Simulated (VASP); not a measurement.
RbH4Br:

```xyz
12
Lattice="0.0000 6.0167 0.0000 6.0167 0.0000 0.0000 3.0084 3.0084 -5.4760" Properties=species:S:1:pos:R:3 pbc="T T T"
Br    0.0000    3.0084    0.0000
Br    3.0084    0.0000    0.0000
Rb    3.0084    3.0084   -2.7380
Rb    6.0167    6.0167   -2.7380
H     3.9115    6.9198   -4.1990
H     5.1136    3.9115   -4.1990
H     8.1220    5.1136   -4.1990
H     6.9198    8.1220   -4.1990
H     3.9115    5.1136   -1.2770
H     5.1136    2.1053   -1.2770
H     2.1053    0.9031   -1.2770
H     0.9031    3.9115   -1.2770
```

* Program: VASP 6.6.1
* Task: relaxation of cell and atoms
* Functional: PBEsol
* Potentials or basis: VASP PAW PBE potentials, release 64 (Br, Rb_sv, H)
* Cutoff: 600 eV
* k mesh: 5 × 5 × 5
* Occupations: fermi-dirac, width 0.1 eV
* Spin: no spin polarisation

At the start: pressure -0.0 GPa; volume 16.52 Å³/atom.

Q: Where does the relaxation end?

A: Over 15 steps the energy falls by 24.5 meV/atom and the volume is 18.49 Å³/atom (+11.9 %); space group I4/mcm (No. 140, to 0.1 Å) before and after.

Step by step:
```
step  energy change (eV)  largest force (eV/Å)  pressure (GPa)  volume (Å³)
   1              0.0000                0.5047            0.00       198.24
   2             -0.0910                0.3160            0.62       198.22
   3             -0.1433                0.0805            1.65       198.17
   4             -0.2016                0.0762            1.13       204.54
   5             -0.2691                0.0647            0.08       221.50
   6             -0.2704                0.0629           -0.05       224.02
   7             -0.2704                0.0625           -0.07       224.55
   8             -0.2738                0.0580           -0.05       224.45
   9             -0.2819                0.0474            0.00       224.15
  10             -0.2902                0.0483            0.09       223.54
  11             -0.2906                0.0540            0.12       223.36
  12             -0.2885                0.0693           -0.33       225.08
  13             -0.2917                0.0089           -0.05       224.00
  14             -0.2924                0.0070           -0.03       223.46
  15             -0.2935                0.0038            0.02       221.83
```

Final structure:
```
Br Rb H
1.0
     0.00000    6.41389    0.00000
     6.41389    0.00000    0.00000
     3.20695    3.20695   -5.39244
Br Rb H
2 2 8
Direct
  0.50000 0.00000 0.00000
  0.00000 0.50000 0.00000
  0.25000 0.25000 0.50000
  0.75000 0.75000 0.50000
  0.75058 0.25058 0.76389
  0.25058 0.48553 0.76389
  0.48553 0.98553 0.76389
  0.98553 0.75058 0.76389
  0.74942 0.51447 0.23611
  0.24942 0.74942 0.23611
  0.01447 0.24942 0.23611
  0.51447 0.01447 0.23611
```

Caveat: the PAW data sets were made with another functional, which shifts forces and pressure a little.
